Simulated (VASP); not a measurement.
Crystal: PtAu2Se4.

```
Pt Se Au
1.0
     3.86577   -5.59066    0.00000
     3.86577    5.59066    0.00000
     0.00000    0.00000    3.82828
Pt Se Au
1 4 2
Direct
  0.00000 0.00000 0.00000
  0.77410 0.22590 0.00000
  0.21262 0.21262 0.50000
  0.78738 0.78738 0.50000
  0.22590 0.77410 0.00000
  0.50000 0.00000 0.50000
  0.00000 0.50000 0.50000
```

The cell was built from a structure type or drawn by symmetry, and may not be a known phase.

| Property | Result |
| --- | --- |
| Program | VASP 6.6.1 |
| Task | relaxation of cell and atoms |
| Functional | PBE |
| Potentials or basis | VASP PAW PBE potentials, release 64 (Pt, Se, Au) |
| Cutoff | 500 eV |
| k mesh | 6 × 6 × 8 |
| Occupations | gaussian, width 0.1 eV |
| Spin | no spin polarisation |

At the start: pressure -0.3 GPa; volume 23.64 Å³/atom.

Task: Where does the relaxation end?

Result: Over 13 steps the energy falls by 3.2 meV/atom and the volume is 23.51 Å³/atom (-0.5 %); space group Cmmm (No. 65, to 0.1 Å) before and after.

The path:
```csv
step,energy change (eV),largest force (eV/Å),pressure (GPa),volume (Å³)
1,0.0000,0.1931,-0.34,165.48
2,-0.0128,0.1686,0.20,164.25
3,-0.0128,0.1573,0.18,164.30
4,-0.0172,0.0873,-0.15,164.62
5,-0.0180,0.1084,-0.36,164.82
6,-0.0197,0.0450,0.17,163.77
7,-0.0198,0.0582,0.06,163.99
8,-0.0204,0.0486,0.05,164.06
9,-0.0217,0.0231,0.04,164.26
10,-0.0219,0.0405,0.02,164.65
11,-0.0222,0.0216,0.03,164.48
12,-0.0221,0.0149,-0.16,164.74
13,-0.0223,0.0095,-0.03,164.57
```

Final structure:
```
Pt Se Au
1.0
     3.95638   -5.49680    0.00000
     3.95638    5.49680    0.00000
     0.00000    0.00000    3.78358
Pt Se Au
1 4 2
Direct
  0.00000 0.00000 0.00000
  0.77144 0.22856 0.00000
  0.21190 0.21190 0.50000
  0.78810 0.78810 0.50000
  0.22856 0.77144 0.00000
  0.50000 0.00000 0.50000
  0.00000 0.50000 0.50000
```
